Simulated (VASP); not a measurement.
# NbFe2N3 (P6/mmm) in VASP: a series of runs

NbFe2N3 is run at these levels: PBE; tasks: single point, relaxation of cell and atoms.

All numbers are computed with VASP 6.6.1; they aren't measurements. Logs are shortened: lines on timing, memory, paths and dates and some standing lists are left out, and cuts for length are marked.

## Step 1: The cell of the first run

The structure is hexagonal, space group P6/mmm (No. 191). The conventional cell has a = 5.806 Å, b = 5.806 Å, c = 2.624 Å, α = 90.00°, β = 90.00°, γ = 120.00°. Within 3.5 Å of Nb (site symmetry 6/mmm) lie 2 Nb at 2.62 Å and 12 N at 3.19 Å. Within 2.2 Å of Fe (site symmetry -6m2) lie 3 N at 1.68 Å. N (site symmetry mmm) has 2 Fe at 1.68 Å within 2.2 Å.

## Step 2: Single point, PBE

INCAR reads:

```
SYSTEM = NbFe2N3
  PREC = Accurate
  ENCUT = 520
  EDIFF = 1E-7
  ISMEAR = 0
  SIGMA = 0.1
  LREAL = .FALSE.
  LASPH = .TRUE.
  NELM = 80
  ALGO = Normal
  ISIF = 2
  LWAVE = .FALSE.
  LCHARG = .FALSE.
  GGA = PE
  NBANDS = 31
```

KPOINTS reads:

```
Automatic mesh
0
G
  6 6 14
  0 0 0
```

POSCAR reads:

```
NbFe2N3
1.0
    5.8062116919      0.0000000000      0.0000000000
   -2.9031058459      5.0283268249      0.0000000000
    0.0000000000      0.0000000000      2.6242397401
Nb Fe N
1 2 3
Direct
    0.0000000000      0.0000000000      0.5000000000
    0.3333333333      0.6666666667      0.0000000000
    0.6666666667      0.3333333333      0.0000000000
    0.5000000000      0.0000000000      0.0000000000
    0.0000000000      0.5000000000      0.0000000000
    0.5000000000      0.5000000000      0.0000000000
```

Potentials or basis: VASP PAW PBE potentials, release 64 (Nb_sv, Fe, N).

Started as:

```sh
$ cat potpaw_PBE.64/Nb_sv/POTCAR potpaw_PBE.64/Fe/POTCAR potpaw_PBE.64/N/POTCAR > POTCAR
$ mpirun -np 1 vasp_std > vasp.out
```

OUTCAR:

```text
SYSTEM = NbFe2N3
   PREC = Accurate
   ENCUT = 520
   EDIFF = 1E-7
   ISMEAR = 0
   LREAL = .FALSE.
   LASPH = .TRUE.
   NELM = 80
   ISIF = 2
   GGA = PE

 ion  position               nearest neighbor table
   1  0.000  0.000  0.500-
   2  0.333  0.667  0.000-   4 1.68   5 1.68   6 1.68
   3  0.667  0.333  0.000-   4 1.68   5 1.68   6 1.68
   4  0.500  0.000  0.000-   2 1.68   3 1.68
   5  0.000  0.500  0.000-   2 1.68   3 1.68
   6  0.500  0.500  0.000-   2 1.68   3 1.68

  LATTYP: Found a hexagonal cell.
 ALAT       =     5.8062116919
 C/A-ratio  =     0.4519710750

  Lattice vectors:

 A1 = (   5.8062116919,   0.0000000000,   0.0000000000)
 A2 = (  -2.9031058459,   5.0283268249,   0.0000000000)
 A3 = (   0.0000000000,   0.0000000000,   2.6242397401)

Analysis of symmetry for initial positions (statically):
=====================================================================
 Subroutine PRICEL returns:
 Original cell was already a primitive cell.

 Routine SETGRP: Setting up the symmetry group for a
 hexagonal supercell.

 Subroutine GETGRP returns: Found 24 space group operations
 (whereof 24 operations were pure point group operations)
 out of a pool of 24 trial point group operations.

The static configuration has the point symmetry D_6h.

Analysis of symmetry for dynamics (positions and initial velocities):
=====================================================================
 Subroutine PRICEL returns:
 Original cell was already a primitive cell.

 Routine SETGRP: Setting up the symmetry group for a
 hexagonal supercell.

 Subroutine GETGRP returns: Found 24 space group operations
 (whereof 24 operations were pure point group operations)
 out of a pool of 24 trial point group operations.

The dynamic configuration has the point symmetry D_6h.

 Subroutine INISYM returns: Found 24 space group operations
 (whereof 24 operations are pure point group operations),
 and found     1 'primitive' translations

----------------------------------------------------------------------------------------

                                     Primitive cell

  volume of cell :      76.6161

  direct lattice vectors                    reciprocal lattice vectors
     5.806211692  0.000000000  0.000000000     0.172229339  0.099436655  0.000000000
    -2.903105846  5.028326825  0.000000000     0.000000000  0.198873310  0.000000000
     0.000000000  0.000000000  2.624239740     0.000000000  0.000000000  0.381062745

  length of vectors
     5.806211692  5.806211692  2.624239740     0.198873310  0.198873310  0.381062745

  position of ions in fractional coordinates (direct lattice)
     0.000000000  0.000000000  0.500000000
     0.333333333  0.666666667  0.000000000
     0.666666667  0.333333333  0.000000000
     0.500000000  0.000000000  0.000000000
     0.000000000  0.500000000  0.000000000
     0.500000000  0.500000000  0.000000000

  ion indices of the primitive-cell ions
   primitive index   ion index
                 1           1
                 2           2
                 3           3
                 4           4
                 5           5
                 6           6

----------------------------------------------------------------------------------------

 KPOINTS: Automatic mesh

Automatic generation of k-mesh.
 Grid dimensions read from file:
 generate k-points for:    6    6   14

 Generating k-lattice:

  Cartesian coordinates                     Fractional coordinates (reciprocal lattice)
     0.028704890  0.016572776  0.000000000     0.166666667  0.000000000  0.000000000
     0.000000000  0.033145552  0.000000000     0.000000000  0.166666667  0.000000000
     0.000000000  0.000000000  0.027218768     0.000000000  0.000000000  0.071428571

  Length of vectors
     0.033145552  0.033145552  0.027218768

  Shift w.r.t. Gamma in fractional coordinates (k-lattice)
     0.000000000  0.000000000  0.000000000

 Subroutine IBZKPT returns following result:
 ===========================================

 Found     56 irreducible k-points:

 Following reciprocal coordinates:
            Coordinates               Weight
  0.000000  0.000000  0.000000      1.000000
  0.166667  0.000000  0.000000      6.000000
  0.333333 -0.000000  0.000000      6.000000
  0.500000 -0.000000  0.000000      3.000000
  0.166667  0.166667  0.000000      6.000000
  0.333333  0.166667  0.000000     12.000000
[... 16 lines left out ...]
  0.166667  0.000000  0.214286     12.000000
  0.333333 -0.000000  0.214286     12.000000
 [... further k-points ...]
   k-points           NKPTS =     56   k-points in BZ     NKDIM =     56   number of bands    NBANDS=     31
   number of dos      NEDOS =    301   number of ions     NIONS =      6
   total plane-waves  NPLWV =  46080
   dimension x,y,z NGX =    48 NGY =   48 NGZ =   20
   dimension x,y,z NGXF=    96 NGYF=   96 NGZF=   40
   ions per type =               1   2   3
   NGX,Y,Z   is equivalent  to a cutoff of  13.74, 13.74, 12.67 a.u.
[... 47 lines left out ...]
 NGX is ok and might be reduce to    48
   NGX = 21   NGY = 21   NGZ =  9

 number of electron      44.0000008 magnetization

 Free energy of the ion-electron system (eV)
  ---------------------------------------------------
  ext. energy  EPLUGINS =         0.00000000
  ---------------------------------------------------
  free energy    TOTEN  =       -45.98442400 eV

  energy without entropy =      -45.95518100  energy(sigma->0) =      -45.96980250

 E-fermi :   6.0589     XC(G=0): -11.2770

 val. band max:        6.0550318638   @ k =   0.3333  -0.0000   0.0000
 cond. band min:       6.0631216836   @ k =   0.1667   0.0000   0.4286
 fundamental gap:      0.0080898197
 Fermi energy:         6.0588574253

 k-point     1 :       0.0000    0.0000    0.0000
  band No.  band energies     occupation
      1     -49.9830      2.00000
      2     -26.2208      2.00000
      3     -26.2208      2.00000
      4     -24.6366      2.00000
      5     -10.3329      2.00000
      6      -9.1016      2.00000
[... 23 lines left out ...]
     30       8.9413      0.00000
     31       9.6547      0.00000

 k-point     2 :       0.1667    0.0000    0.0000
  band No.  band energies     occupation
      1     -49.9830      2.00000
      2     -26.2210      2.00000
      3     -26.2209      2.00000
      4     -24.6366      2.00000
      5     -10.2640      2.00000
      6      -9.1851      2.00000
[... 23 lines left out ...]
     30       8.9633      0.00000
     31       9.2599      0.00000

 k-point     3 :       0.3333   -0.0000    0.0000
  band No.  band energies     occupation
      1     -49.9830      2.00000
      2     -26.2214      2.00000
      3     -26.2210      2.00000
      4     -24.6366      2.00000
      5     -10.0821      2.00000
      6      -9.3950      2.00000
[... 23 lines left out ...]
     30       8.6997      0.00000
     31       8.9614      0.00000

 k-point     4 :       0.5000   -0.0000    0.0000
  band No.  band energies     occupation
      1     -49.9830      2.00000
      2     -26.2216      2.00000
      3     -26.2210      2.00000
      4     -24.6366      2.00000
      5      -9.9272      2.00000
      6      -9.5633      2.00000
[... 23 lines left out ...]
     30       8.9679      0.00000
     31       8.9810      0.00000

 k-point     5 :       0.1667    0.1667    0.0000
  band No.  band energies     occupation
      1     -49.9830      2.00000
      2     -26.2213      2.00000
      3     -26.2210      2.00000
      4     -24.6366      2.00000
      5     -10.1369      2.00000
      6      -9.3303      2.00000
[... 23 lines left out ...]
     30       8.8417      0.00000
     31       8.9615      0.00000
[... 542 lines left out ...]
     30       7.7253      0.00000
     31       7.8725      0.00000

 k-point    22 :       0.0000    0.0000    0.2143
  band No.  band energies     occupation
      1     -49.8889      2.00000
      2     -26.1386      2.00000
      3     -26.1386      2.00000
      4     -25.3574      2.00000
      5      -9.8761      2.00000
      6      -8.7273      2.00000
[... 23 lines left out ...]
     30       7.6164      0.00000
     31       9.9029      0.00000

 k-point    23 :       0.1667    0.0000    0.2143
  band No.  band energies     occupation
      1     -49.8889      2.00000
      2     -26.1387      2.00000
      3     -26.1387      2.00000
      4     -25.3574      2.00000
      5      -9.8137      2.00000
      6      -8.8052      2.00000
[... 23 lines left out ...]
     30       7.6103      0.00000
     31       9.5925      0.00000

 k-point    24 :       0.3333   -0.0000    0.2143
  band No.  band energies     occupation
      1     -49.8889      2.00000
      2     -26.1390      2.00000
      3     -26.1387      2.00000
      4     -25.3574      2.00000
      5      -9.6489      2.00000
      6      -9.0005      2.00000
[... 23 lines left out ...]
     30       7.6481      0.00000
     31       8.9890      0.00000

 [... further k-points ...]
[... 5 lines left out ...]
  --------------------------------------------------------------------------------------
  -------------------------------------------------------------------------------------
  Total        1.1522031      1.1522031     -0.1420294      0.0000000     -0.0000000      0.0000000
  in kB       24.0946009     24.0946009     -2.9700864      0.0000000     -0.0000000      0.0000000
  external PRESSURE =      15.0730385 kB  Pullay stress =       0.0000000 kB

 VOLUME and BASIS-vectors are now :
 -----------------------------------------------------------------------------
  energy-cutoff  :      520.00
  volume of cell :       76.62
      direct lattice vectors                 reciprocal lattice vectors
     5.806211692  0.000000000  0.000000000     0.172229339  0.099436655  0.000000000
    -2.903105846  5.028326825  0.000000000     0.000000000  0.198873310  0.000000000
     0.000000000  0.000000000  2.624239740     0.000000000  0.000000000  0.381062745

 POSITION                                       TOTAL-FORCE (eV/Angst)
 -----------------------------------------------------------------------------------
      0.00000      0.00000      1.31212        -0.000000      0.000000      0.000000
     -0.00000      3.35222      0.00000        -0.000000      0.000000     -0.000000
      2.90311      1.67611      0.00000         0.000000     -0.000000      0.000000
      2.90311      0.00000      0.00000        -0.000000      0.000000      0.000000
     -1.45155      2.51416      0.00000        -0.000000      0.000000      0.000000
      1.45155      2.51416      0.00000        -0.000000      0.000000      0.000000
 -----------------------------------------------------------------------------------
    total drift:                               -0.000000      0.000000      0.000000

  FREE ENERGIE OF THE ION-ELECTRON SYSTEM (eV)
  ---------------------------------------------------
  free  energy   TOTEN  =       -45.9844240047 eV

  energy  without entropy=      -45.9551809989  energy(sigma->0) =      -45.96980250
```

It took 66 s on 1 thread of Intel Xeon 6975P-C (Granite Rapids), shared host; peak memory 0.29 GiB.

What came out:

| Quantity | Value |
| --- | --- |
| Free energy | -45.9844 eV |
| Pressure | 1.5 GPa |
| Band gap on the k mesh | zero (band 22 reaches 6.62 eV, above the bottom of band 23 at 5.12 eV) |

Caveat: the run has no spin polarisation, though such a crystal can be magnetic. Spin polarisation is off, so any magnetic state and its effect on volume and gap are missing.

## Step 3: Single point, PBE, collinear spin, ferromagnetic start

This run uses another cell than the first one, of 12.04 Å³/atom, 0.943 times its volume.

INCAR reads:

```
SYSTEM = NbFe2N3
PREC = Accurate
ENCUT = 520
EDIFF = 1E-7
ISMEAR = 0
SIGMA = 0.1
LREAL = .False.
LASPH = .True.
NELM = 150
ALGO = Normal
ISIF = 2
LWAVE = .False.
LCHARG = .True.
ISPIN = 2
MAGMOM = 0 4 4 0 0 0
LORBIT = 11
LMAXMIX = 4
GGA = PE
LELF = .True.
LVHAR = .True.
NBANDS = 35
```

KPOINTS reads:

```
regular mesh
0
Gamma
  6 6 6
  0 0 0
```

POSCAR reads:

```
NbFe2N3
1.0
    4.8744650300      0.0000000000      0.0000000000
   -2.4372325100      4.2214105400      0.0000000000
    0.0000000000      0.0000000000      3.5092825500
Nb Fe N
1 2 3
Direct
    0.0000000000      0.0000000000      0.5000000000
    0.3333333300      0.6666666700      0.0000000000
    0.6666666700      0.3333333300      0.0000000000
    0.5000000000      0.0000000000      0.0000000000
    0.0000000000      0.5000000000      0.0000000000
    0.5000000000      0.5000000000      0.0000000000
```

Potentials or basis: VASP PAW PBE potentials, release 64 (Nb_sv, Fe, N).

Started as:

```sh
$ cat potpaw_PBE.64/Nb_sv/POTCAR potpaw_PBE.64/Fe/POTCAR potpaw_PBE.64/N/POTCAR > POTCAR
$ mpirun -np 1 vasp_std > vasp.out
```

Wall time 83 s (1 thread of Intel Xeon 6975P-C (Granite Rapids), shared host); peak memory 0.28 GiB.

The run converged. Its results:

| Quantity | Value |
| --- | --- |
| Free energy | -31.9203 eV |
| Pressure | 123.6 GPa |
| Net moment | -1.84 μB per cell |
| Site moments | Nb -1.48; Fe +0.03; N -0.00 μB |
| Valence electrons inside the program's atomic spheres | Nb 10.52; Fe 10.41; N 4.00 |

Stress tensor (GPa, compression positive):
```
189.80   0.00   0.00
  0.00 189.80   0.00
  0.00   0.00  -8.87
```

Levels at points of the mesh, in eV from the Fermi level:
Spin up:
```csv
k point,band 19,band 20,band 21,band 22,band 23,band 24
"(0.00, 0.00, 0.00)",-2.85,-2.85,-2.59,-1.64,-1.57,1.26
"(0.50, 0.00, 0.00)",-2.66,-0.82,-0.81,1.13,1.30,1.44
"(0.00, 0.00, 0.50)",-2.24,-2.24,-1.74,0.21,0.85,0.85
"(0.50, 0.00, 0.50)",-1.59,-1.17,-0.55,0.76,0.95,1.14
```
Spin down:
```
           k point  band 20  band 21  band 22  band 23  band 24  band 25  band 26  band 27
(0.00, 0.00, 0.00)    -2.89    -2.62    -2.33    -1.61     0.02     0.02     0.19     0.19
(0.50, 0.00, 0.00)    -1.69    -1.03     0.01     0.15     0.57     0.93     1.15     1.58
(0.00, 0.00, 0.50)    -2.23    -1.73    -0.43    -0.43     0.24     0.51     0.51     0.66
(0.50, 0.00, 0.50)    -1.61    -0.53    -0.41    -0.16     0.01     0.05     1.71     2.27
```

Caveat: only a ferromagnetic start was run, and an antiferromagnetic order may lie lower in energy. With open d or f shells a metallic result of PBE can be an artefact of self-interaction; +U or a hybrid may open a gap.

## Step 4: Relaxation of cell and atoms, PBE

This run uses another cell than the first one, of 12.72 Å³/atom, 0.996 times its volume.

INCAR reads:

```
SYSTEM = NbFe2N3
PREC = Accurate
ENCUT = 600
EDIFF = 1E-6
ISMEAR = 0
SIGMA = 0.1
LREAL = .False.
LASPH = .True.
NELM = 60
ALGO = Normal
ISIF = 3
LWAVE = .False.
LCHARG = .False.
GGA = PE
IBRION = 2
NSW = 100
EDIFFG = -0.01
```

KPOINTS reads:

```
regular mesh
0
Gamma
  6 6 14
  0 0 0
```

POSCAR reads:

```
NbFe2N3
1.0
    5.8077702812      0.0000000000      0.0000000000
   -2.9038851406      5.0296766029      0.0000000000
    0.0000000000      0.0000000000      2.6130503703
Nb Fe N
1 2 3
Direct
    0.0000000000      0.0000000000      0.5000000000
    0.3333333333      0.6666666667      0.0000000000
    0.6666666667      0.3333333333      0.0000000000
    0.5000000000      0.0000000000      0.0000000000
    0.0000000000      0.5000000000      0.0000000000
    0.5000000000      0.5000000000      0.0000000000
```

Started as:

```sh
$ cat potpaw_PBE.64/Nb_sv/POTCAR potpaw_PBE.64/Fe/POTCAR potpaw_PBE.64/N/POTCAR > POTCAR
$ mpirun -np 1 vasp_std > vasp.out
```

Run time: 2.5 min. Hardware: 1 thread of Intel Xeon 6975P-C (Granite Rapids), shared host; peak memory 0.33 GiB.

It converged, with:

```
Free energy                            : -45.9912 eV
Relaxed volume                         : 12.82 Å³/atom
Relaxed cell                           : a = 5.828 Å, b = 5.828 Å, c = 2.615 Å, α = 90.00°, β = 90.00°, γ = 120.00°
Space group after relaxing (to 0.05 Å) : P6/mmm (No. 191)
Energy gained by relaxing              : 0.7 meV/atom
Ionic steps                            : 3
Pressure after relaxing                : 0.0 GPa
Band gap on the k mesh                 : zero (band 22 reaches 6.58 eV, above the bottom of band 23 at 5.11 eV)
```

Stress tensor (GPa, compression positive):
```
-0.01  0.00  0.00
 0.00 -0.01  0.00
 0.00  0.00  0.08
```

The path:
| step | energy change (eV) | largest force (eV/Å) | pressure (GPa) | volume (Å³) |
| --- | --- | --- | --- | --- |
| 1 | 0.0000 | 0.0000 | 1.70 | 76.33 |
| 2 | 0.0043 | 0.0000 | -2.29 | 77.83 |
| 3 | -0.0040 | 0.0000 | 0.02 | 76.93 |

Final structure:
```
CELL_PARAMETERS angstrom
5.82837 0.00000 0.00000
-2.91418 5.04751 0.00000
0.00000 0.00000 2.61513
ATOMIC_POSITIONS crystal
Nb 0.00000 0.00000 0.50000
Fe 0.33333 0.66667 0.00000
Fe 0.66667 0.33333 0.00000
N 0.50000 0.00000 0.00000
N 0.00000 0.50000 0.00000
N 0.50000 0.50000 0.00000
```

Levels at points of the mesh, in eV from the Fermi level:
```tsv
k point	band 18	band 19	band 20	band 21	band 22	band 23	band 24	band 25	band 26
(0.00, 0.00, 0.00)	-2.42	-2.42	-2.14	-1.22	-1.22	-0.59	0.01	0.10	0.10
(0.50, 0.00, 0.00)	-2.68	-2.21	-1.20	-0.48	-0.33	0.65	0.70	0.71	0.96
(0.00, 0.00, 0.50)	-1.41	-1.41	-1.37	-0.76	-0.76	0.37	0.37	0.37	1.01
(0.50, 0.00, 0.50)	-2.14	-1.71	-1.30	-1.20	-0.24	0.44	0.66	0.86	0.90
```

Caveat: the run has no spin polarisation, though such a crystal can be magnetic. With open d or f shells a metallic result of PBE can be an artefact of self-interaction; +U or a hybrid may open a gap.

## Step 5: The runs side by side

| task | spin | cell | k mesh | cutoff (eV) | gap on the mesh (eV) | pressure (GPa) |
| --- | --- | --- | --- | --- | --- | --- |
| single point | off | a = 5.806, b = 5.806, c = 2.624 Å, angles 90.0, 90.0, 120.0°, 6 atoms | 6 × 6 × 14 | 520 | none | 1.5 |
| single point | collinear, ferromagnetic start | a = 4.874, b = 4.874, c = 3.509 Å, angles 90.0, 90.0, 120.0°, 6 atoms | 6 × 6 × 6 | 520 | none | 123.6 |
| relaxation of cell and atoms | off | relaxed from a = 5.808, b = 5.808, c = 2.613 Å, angles 90.0, 90.0, 120.0°, 6 atoms | 6 × 6 × 14 | 600 | none | 0.0 |

Alike in all rows: level PBE; potentials or basis VASP PAW PBE potentials, release 64 (Nb_sv, Fe, N); smearing gaussian 0.1 eV.

Total energies depend on the potentials used, so only differences within one code and one set of settings carry meaning.
